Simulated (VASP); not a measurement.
CdS: single point with r2SCAN

CdS:

```
CELL_PARAMETERS angstrom
0.05456 2.91000 2.91000
2.96456 0.00000 2.96456
2.91000 2.91000 0.05456
ATOMIC_POSITIONS crystal
Cd 0.00000 0.00000 0.00000
S 0.75000 0.75000 0.75000
```

This cell differs from its parent crystal: strain +0.0375 x Voigt [0, 0, 0, 0, 1, 0].

```yaml
Program: VASP 6.6.1
Task: single point
Functional: r2SCAN
Potentials_or_basis: VASP PAW PBE potentials, release 64 (Cd, S)
Cutoff: 520 eV
k_mesh: 8 × 8 × 8
Occupations: gaussian, width 0.05 eV
Spin: no spin polarisation
Dipole_correction: no
Further_INCAR_settings: ALGO = Normal; EDIFF = 1e-06; NBANDS = 16
```

```
Pressure               : 2.4 GPa
Largest force          : 0.288 eV/Å
Band gap on the k mesh : 1.54 eV
```

Forces on the atoms (eV/Å):
```
Cd   0.000 -0.288  0.000
S    0.000  0.288  0.000
```

Stress tensor (GPa, compression positive):
```
 2.42  0.00 -2.22
 0.00  2.40  0.00
-2.22  0.00  2.42
```

Levels at points of the mesh, in eV from the valence-band top:
```csv
k point,band 5,band 6,band 7,band 8,band 9,band 10,band 11,band 12,band 13,band 14
"(0.00, 0.00, 0.00)",-7.54,-7.54,-0.12,-0.08,0.00,1.54,6.76,7.02,7.27,11.94
"(0.50, 0.00, 0.00)",-7.49,-7.13,-4.58,-0.92,-0.90,3.34,7.22,7.43,7.95,11.49
"(0.00, 0.50, 0.00)",-7.50,-7.17,-4.57,-0.80,-0.76,3.50,7.38,7.62,7.78,11.62
"(0.50, 0.50, 0.00)",-7.45,-7.08,-4.08,-2.02,-2.01,3.77,4.70,9.72,11.50,11.58
"(0.50, 0.00, 0.50)",-7.45,-7.08,-4.08,-2.17,-1.86,3.71,4.76,9.77,11.42,11.64
```

It took 4.3 min on 1 thread of Intel Xeon 8259CL, on a shared host, peak memory 0.23 GiB.

Caveat: the cell differs from its parent crystal (strain +0.0375 x Voigt [0, 0, 0, 0, 1, 0]); the PAW data sets were made with another functional, which shifts forces and pressure a little.
